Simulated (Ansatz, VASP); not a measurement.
## One calculation of ZnO, two programs

The input INCAR:

```
SYSTEM = ZnO
PREC = Accurate ; ENCUT = 520
EDIFF = 1E-6 ; ISMEAR = 0
SIGMA = 0.05 ; LREAL = .False.
LASPH = .True. ; NELM = 100
ALGO = Normal ; ISIF = 2
LWAVE = .False. ; LCHARG = .True.
LELF = .True. ; LVHAR = .True.
NBANDS = 26
```

The input KPOINTS:

```
Automatic mesh
0
Gamma
  9 9 4
  0 0 0
```

The input POSCAR:

```
ZnO
1.0
    3.1893281439      0.0000000000      0.0000000000
   -1.5946640719      2.7620391936      0.0000000000
    0.0000000000      0.0000000000      7.2373979702
Zn O
2 2
Direct
    0.0000000000      0.0000000000      0.7500000000
    0.0000000000      0.0000000000      0.2500000000
    0.3333333333      0.6666666667      0.2500000000
    0.6666666667      0.3333333333      0.7500000000
```

Input for Ansatz:

```yaml
crystal:
  lattice:
    - [3.1893281439, 0.0, 0.0]
    - [-1.5946640719, 2.7620391936, 0.0]
    - [0.0, 0.0, 7.2373979702]
  atoms:
    - { symbol: Zn, position: [0.0, 0.0, 0.75] }
    - { symbol: Zn, position: [0.0, 0.0, 0.25] }
    - { symbol: O, position: [0.3333333333, 0.6666666667, 0.25] }
    - { symbol: O, position: [0.6666666667, 0.3333333333, 0.75] }
basis:
  ecutwfc: 420
kpoints:
  mp_grid: { grid: [9, 9, 4] }
hamiltonian:
  xc: lda
scf:
  occupations: { method: gaussian, width: 0.05 }
output:
  forces: true
  stress: true
  eigenvalues: true
```

Change from the starting cell: strain -0.030 along x and y, +0.015 along z, atoms carried along.

Alike in both runs: task single point; functional LDA; k mesh 9 × 9 × 4; occupations gaussian, width 0.05 eV; no spin polarisation.

|  | VASP | Ansatz |
| --- | --- | --- |
| version | VASP 6.6.1 | Ansatz 0.2.0 |
| potentials or method | VASP PAW LDA potentials, release 64 (Zn, O), cutoff 520 eV | scalar-relativistic, plane waves, PAW |
| valence electrons in the cell | 36 | 36 |

Ansatz gave:

* gap on the k mesh at the Fermi level (eV): 0.78
* least direct gap on the mesh (eV): 0.78
* pressure (GPa): 0.3
* traceless stress, the component that is largest in VASP (GPa): -1.99

Estimate VASP's values.

gap on the k mesh at the Fermi level (eV): 0.79; least direct gap on the mesh (eV): 0.79; pressure (GPa): 1.3; traceless stress, the component that is largest in VASP (GPa): -3.13.

LDA's correlation is that of Perdew and Zunger in VASP and of Perdew and Wang (1992) in Ansatz.
